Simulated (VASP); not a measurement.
GaN, 2 atoms in the cell. It takes space group F-43m (No. 216, cubic). Conventional cell: a = 4.567 Å, b = 4.567 Å, c = 4.567 Å, α = 90.00°, β = 90.00°, γ = 90.00°. Within 2.6 Å of Ga (site symmetry -43m) lie 4 N at 1.98 Å. Within 2.6 Å of N (site symmetry -43m) lie 4 Ga at 1.98 Å. 

- Program: VASP 6.6.1
- Task: single point
- Functional: PBE
- Potentials or basis: VASP PAW PBE potentials, release 64 (Ga_d, N)
- Cutoff: 520 eV
- k mesh: 10 × 10 × 10
- Occupations: gaussian, width 0.02 eV
- Spin: no spin polarisation
- Dipole correction: no
- Further INCAR settings: ALGO = Normal; EDIFF = 1e-06; NBANDS = 16

Potentials or basis: VASP PAW PBE potentials, release 64 (Ga_d, N).

The run is started by

```sh
$ cat potpaw_PBE.64/Ga_d/POTCAR potpaw_PBE.64/N/POTCAR > POTCAR
$ mpirun -np 1 vasp_std > vasp.out
```

Hardware: 1 thread of Intel Xeon 8259CL, with other jobs on the host.

Q: Estimate the wall time of this run.

A: It took 41 s on 1 thread of Intel Xeon 8259CL (shared host), peak memory 0.15 GiB. Counts: scf iterations 13, k points 47.
